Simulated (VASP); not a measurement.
# Ge (Cmmm) in VASP: further runs

The runs below take Ge through single point, with PBEsol.

All numbers are computed with VASP 6.6.1; they aren't measurements. Logs are shortened: lines on timing, memory, paths and dates and some standing lists are left out, and cuts for length are marked.

## Step 1: The cell of the first run

It takes space group Cmmm (No. 65, orthorhombic). Conventional cell: a = 2.807 Å, b = 5.115 Å, c = 2.682 Å, α = 90.00°, β = 90.00°, γ = 90.00°. Ge (site symmetry mmm) has 8 Ge at 2.68 to 2.92 Å within 3.5 Å.

## Step 2: Single point, PBEsol (strain +0.015 along x and y, +0.015 along z)

Input file INCAR:

```
PREC = Accurate
ENCUT = 520
EDIFF = 1E-6
ISMEAR = 0
SIGMA = 0.15
LREAL = False
LASPH = True
NELM = 60
ALGO = Normal
ISIF = 2
LWAVE = False
LCHARG = False
GGA = PS
NBANDS = 13
```

Input file KPOINTS:

```
regular mesh
0
Gamma
  24 24 22
```

Input file POSCAR:

```
Ge
1.0
    1.4033446991     -2.5572937598      0.0000000000
    1.4033446991      2.5572937598      0.0000000000
    0.0000000000      0.0000000000      2.6823686988
Ge
1
Direct
    0.5000000000      0.5000000000      0.0000000000
```

Potentials or basis: VASP PAW PBE potentials, release 64 (Ge_d).

The run is started by

```bash
cat potpaw_PBE.64/Ge_d/POTCAR > POTCAR
mpirun -np 1 vasp_std > vasp.out
```

OUTCAR:

```text
PREC = Accurate
   ENCUT = 520
   EDIFF = 1E-6
   ISMEAR = 0
   LREAL = False
   LASPH = True
   NELM = 60
   ISIF = 2
   GGA = PS

 ion  position               nearest neighbor table
   1  0.500  0.500  0.000-

  LATTYP: Found a base centered orthorhombic cell.
 ALAT       =     2.8066893982
 B/A-ratio  =     1.8222848324
 C/A-ratio  =     0.9557055727

  Lattice vectors:

 A1 = (   1.4033446991,  -2.5572937598,   0.0000000000)
 A2 = (   1.4033446991,   2.5572937598,   0.0000000000)
 A3 = (   0.0000000000,   0.0000000000,   2.6823686988)

Analysis of symmetry for initial positions (statically):
=====================================================================
 Subroutine PRICEL returns:
 Original cell was already a primitive cell.

 Routine SETGRP: Setting up the symmetry group for a
 base centered orthorhombic supercell.

 Subroutine GETGRP returns: Found  8 space group operations
 (whereof  8 operations were pure point group operations)
 out of a pool of  8 trial point group operations.

The static configuration has the point symmetry D_2h.

Analysis of symmetry for dynamics (positions and initial velocities):
=====================================================================
 Subroutine PRICEL returns:
 Original cell was already a primitive cell.

 Routine SETGRP: Setting up the symmetry group for a
 base centered orthorhombic supercell.

 Subroutine GETGRP returns: Found  8 space group operations
 (whereof  8 operations were pure point group operations)
 out of a pool of  8 trial point group operations.

The dynamic configuration has the point symmetry D_2h.

 Subroutine INISYM returns: Found  8 space group operations
 (whereof  8 operations are pure point group operations),
 and found     1 'primitive' translations

----------------------------------------------------------------------------------------

                                     Primitive cell

  volume of cell :      19.2528

  direct lattice vectors                    reciprocal lattice vectors
     1.403344699 -2.557293760  0.000000000     0.356291651 -0.195519188  0.000000000
     1.403344699  2.557293760  0.000000000     0.356291651  0.195519188  0.000000000
     0.000000000  0.000000000  2.682368699     0.000000000  0.000000000  0.372804827

  length of vectors
     2.917040918  2.917040918  2.682368699     0.406412960  0.406412960  0.372804827

  position of ions in fractional coordinates (direct lattice)
     0.500000000  0.500000000  0.000000000

  ion indices of the primitive-cell ions
   primitive index   ion index
                 1           1

----------------------------------------------------------------------------------------

 KPOINTS: regular mesh

Automatic generation of k-mesh.
 Grid dimensions read from file:
 generate k-points for:   24   24   22

 Generating k-lattice:

  Cartesian coordinates                     Fractional coordinates (reciprocal lattice)
     0.014845485 -0.008146633  0.000000000     0.041666667 -0.000000000  0.000000000
     0.014845485  0.008146633  0.000000000    -0.000000000  0.041666667  0.000000000
     0.000000000  0.000000000  0.016945674     0.000000000  0.000000000  0.045454545

  Length of vectors
     0.016933873  0.016933873  0.016945674

  Shift w.r.t. Gamma in fractional coordinates (k-lattice)
     0.000000000  0.000000000  0.000000000

 Subroutine IBZKPT returns following result:
 ===========================================

 Found   1884 irreducible k-points:

 Following reciprocal coordinates:
            Coordinates               Weight
  0.000000  0.000000  0.000000      1.000000
  0.041667  0.000000  0.000000      4.000000
  0.083333  0.000000  0.000000      4.000000
  0.125000  0.000000  0.000000      4.000000
  0.166667  0.000000  0.000000      4.000000
  0.208333  0.000000  0.000000      4.000000
[... 16 lines left out ...]
  0.416667  0.041667  0.000000      4.000000
  0.458333  0.041667  0.000000      4.000000
 [... further k-points ...]
   k-points           NKPTS =   1884   k-points in BZ     NKDIM =   1884   number of bands    NBANDS=     13
   number of dos      NEDOS =    301   number of ions     NIONS =      1
   total plane-waves  NPLWV =  11520
   dimension x,y,z NGX =    24 NGY =   24 NGZ =   20
   dimension x,y,z NGXF=    48 NGYF=   48 NGZF=   40
   ions per type =               1
   NGX,Y,Z   is equivalent  to a cutoff of  13.68, 13.68, 12.40 a.u.
   NGXF,Y,Z  is equivalent  to a cutoff of  27.36, 27.36, 24.79 a.u.
 SYSTEM =  unknown system
   PREC   = accura    normal or accurate (medium, high low for compatibility)
   ISTART =      0    job   : 0-new  1-cont  2-samecut
   ICHARG =      2    charge: 1-file 2-atom 10-const
   ISPIN  =      1    spin polarized calculation?
   LNONCOLLINEAR =      F non collinear calculations
   LSORBIT =      F    spin-orbit coupling
   LASPH  =      T    aspherical Exc in radial PAW
   ENCUT  =  520.0 eV  38.22 Ry    6.18 a.u.   5.42  5.42  4.99*2*pi/ulx,y,z
   NELM   =     60;   NELMIN=  2; NELMDL= -5     # of ELM steps
   EDIFF  = 0.1E-05   stopping-criterion for ELM
   LREAL  =      F    real-space projection
   EDIFFG = 0.1E-04   stopping-criterion for IOM
   NSW    =      0    number of steps for IOM
   IBRION =     -1    ionic relax: 0-MD 1-quasi-New 2-CG
   NFREE  =      0    steps in history (QN), initial steepest desc. (CG)
   ISIF   =      2    stress and relaxation
   ISYM   =      2    0-nonsym 1-usesym 2-fastsym
   POTIM  = 0.5000    time-step for ionic-motion
   TEBEG  =    0.0;   TEEND  =   0.0 temperature during run
   PSTRESS=    0.0 pullay stress
   NELECT =      14.0000    total number of electrons
   NUPDOWN=      -1.0000    fix difference up-down
   EMIN   =  10.00;   EMAX   =-10.00  energy-range for DOS
   EFERMI =   0.00;   METHOD = LEGACY
   ISMEAR =     0;   SIGMA  =   0.15  broadening in eV -4-tet -1-fermi 0-gaus
   EFERMI_NEDOS =   21; number of points for ismear=-14 and -15
   IALGO  =     38    algorithm
   IMIX   =      4    mixing-type and parameters
     AMIX     =   0.40;   BMIX     =  1.00
     AMIX_MAG =   1.60;   BMIX_MAG =  1.00
  volume/ion in A,a.u.               =      19.25       129.92
  Fermi-wavevector in a.u.,A,eV,Ry     =   1.472153  2.781966 29.487026  2.167235
  Thomas-Fermi vector in A             =   2.587202
   LORBIT       =      0    0 simple, 1 ext, 2 COOP (PROOUT), +10 PAW based schemes
   GGA     = PS    functional components
   LHFCALC =     F    Hartree Fock is set to
   AEXX    =    0.0000 exact exchange contribution
   IVDW    =     0    specifies the selected vdW correction
   LEPSILON=     F    determine dielectric tensor
   LRPA    =     F    only Hartree local field effects (RPA)
 non-spin polarized calculation
 Gauss-broadening in eV      SIGMA  =   0.15
  energy-cutoff  :      520.00
  volume of cell :       19.25
 maximum number of plane-waves:       534
 NGX is ok and might be reduce to    24
   NGX = 11   NGY = 11   NGZ =  9

 number of electron      13.9999994 magnetization

 Free energy of the ion-electron system (eV)
  ---------------------------------------------------
  ext. energy  EPLUGINS =         0.00000000
  ---------------------------------------------------
  free energy    TOTEN  =        -4.74435968 eV

  energy without entropy =       -4.73975090  energy(sigma->0) =       -4.74205529

 E-fermi :   6.2844     XC(G=0): -11.2793

 val. band max:        6.2843314798   @ k =  -0.4583   0.2083   0.0909
 cond. band min:       6.2861199391   @ k =  -0.2917   0.1667   0.2727
 fundamental gap:      0.0017884593
 Fermi energy:         6.2843503614

 k-point     1 :       0.0000    0.0000    0.0000
  band No.  band energies     occupation
      1     -18.4056      2.00000
      2     -18.3311      2.00000
      3     -18.2933      2.00000
      4     -18.1766      2.00000
      5     -18.1640      2.00000
      6      -6.7470      2.00000
      7      13.0155      0.00000
      8      13.8048      0.00000
      9      14.8403      0.00000
     10      16.5356      0.00000
     11      19.2918      0.00000
     12      21.0552      0.00000
     13      21.1425      0.00000

 k-point     2 :       0.0417    0.0000    0.0000
  band No.  band energies     occupation
      1     -18.4044      2.00000
      2     -18.3292      2.00000
      3     -18.2934      2.00000
      4     -18.1769      2.00000
      5     -18.1649      2.00000
      6      -6.7047      2.00000
      7      13.0568      0.00000
      8      13.6009      0.00000
      9      14.3997      0.00000
     10      16.6994      0.00000
     11      19.2895      0.00000
     12      20.2518      0.00000
     13      21.4347      0.00000

 k-point     3 :       0.0833    0.0000    0.0000
  band No.  band energies     occupation
      1     -18.4008      2.00000
      2     -18.3242      2.00000
      3     -18.2934      2.00000
      4     -18.1778      2.00000
      5     -18.1672      2.00000
      6      -6.5779      2.00000
      7      12.8860      0.00000
      8      13.1803      0.00000
      9      13.6143      0.00000
     10      16.9368      0.00000
     11      18.6725      0.00000
     12      20.4109      0.00000
     13      22.2032      0.00000
[... 305 lines left out ...]
 k-point    23 :       0.4167    0.0417    0.0000
  band No.  band energies     occupation
      1     -18.3791      2.00000
      2     -18.2955      2.00000
      3     -18.2186      2.00000
      4     -18.1906      2.00000
      5     -18.1868      2.00000
      6      -2.2574      2.00000
      7       1.6622      2.00000
      8       9.6321      0.00000
      9      14.4364      0.00000
     10      16.6626      0.00000
     11      21.6188      0.00000
     12      23.6505      0.00000
     13      24.2469      0.00000

 k-point    24 :       0.4583    0.0417    0.0000
  band No.  band energies     occupation
      1     -18.3799      2.00000
      2     -18.2933      2.00000
      3     -18.2202      2.00000
      4     -18.1873      2.00000
      5     -18.1868      2.00000
      6      -1.7155      2.00000
      7       0.9658      2.00000
      8       9.5003      0.00000
      9      14.4041      0.00000
     10      16.9048      0.00000
     11      22.4616      0.00000
     12      23.2613      0.00000
     13      23.3045      0.00000

 [... further k-points ...]
[... 5 lines left out ...]
  --------------------------------------------------------------------------------------
  -------------------------------------------------------------------------------------
  Total       -0.2471381     -0.4850178     -0.4211117     -0.0000000      0.0000000      0.0000000
  in kB      -20.5663329    -40.3621963    -35.0440664     -0.0000000      0.0000000      0.0000000
  external PRESSURE =     -31.9908652 kB  Pullay stress =       0.0000000 kB

 VOLUME and BASIS-vectors are now :
 -----------------------------------------------------------------------------
  energy-cutoff  :      520.00
  volume of cell :       19.25
      direct lattice vectors                 reciprocal lattice vectors
     1.403344699 -2.557293760  0.000000000     0.356291651 -0.195519188  0.000000000
     1.403344699  2.557293760  0.000000000     0.356291651  0.195519188  0.000000000
     0.000000000  0.000000000  2.682368699     0.000000000  0.000000000  0.372804827

 POSITION                                       TOTAL-FORCE (eV/Angst)
 -----------------------------------------------------------------------------------
      1.40334      0.00000      0.00000         0.000000     -0.000000      0.000000
 -----------------------------------------------------------------------------------
    total drift:                               -0.000000     -0.000000     -0.000000

  FREE ENERGIE OF THE ION-ELECTRON SYSTEM (eV)
  ---------------------------------------------------
  free  energy   TOTEN  =        -4.7443596769 eV

  energy  without entropy=       -4.7397508999  energy(sigma->0) =       -4.74205529
```

Wall time 7.4 min (1 thread of AMD EPYC 7R13, shared host); peak memory 0.48 GiB.

Results:

- Free energy: -4.7444 eV
- Pressure: -3.2 GPa
- Band gap on the k mesh: zero (band 7 reaches 13.14 eV, above the bottom of band 8 at 2.95 eV)

Levels at points of the mesh, in eV from the Fermi level:
| k point | band 3 | band 4 | band 5 | band 6 | band 7 | band 8 | band 9 | band 10 | band 11 | band 12 |
| --- | --- | --- | --- | --- | --- | --- | --- | --- | --- | --- |
| (0.00, 0.00, 0.00) | -24.58 | -24.46 | -24.45 | -13.03 | 6.73 | 7.52 | 8.56 | 10.25 | 13.01 | 14.77 |
| (0.50, 0.00, 0.00) | -24.50 | -24.47 | -24.47 | -7.95 | -5.44 | 3.62 | 7.64 | 10.63 | 16.48 | 16.65 |
| (0.50, 0.50, 0.00) | -24.51 | -24.48 | -24.46 | -8.56 | -5.60 | 4.89 | 8.85 | 10.15 | 16.09 | 16.27 |
| (0.00, 0.00, 0.50) | -24.53 | -24.52 | -24.48 | -9.17 | -5.83 | 10.42 | 11.46 | 16.32 | 16.58 | 17.74 |
| (0.50, 0.00, 0.50) | -24.55 | -24.47 | -24.38 | -3.70 | -2.31 | -1.73 | 3.52 | 6.56 | 11.91 | 13.38 |
| (0.50, 0.50, 0.50) | -24.53 | -24.47 | -24.39 | -4.39 | -2.43 | -2.19 | 3.24 | 7.84 | 13.21 | 14.54 |

Caveat: the cell differs from its parent crystal (strain +0.015 along x and y, +0.015 along z); the PAW data sets were made with another functional, which shifts forces and pressure a little.

[end of part 1 of 4]
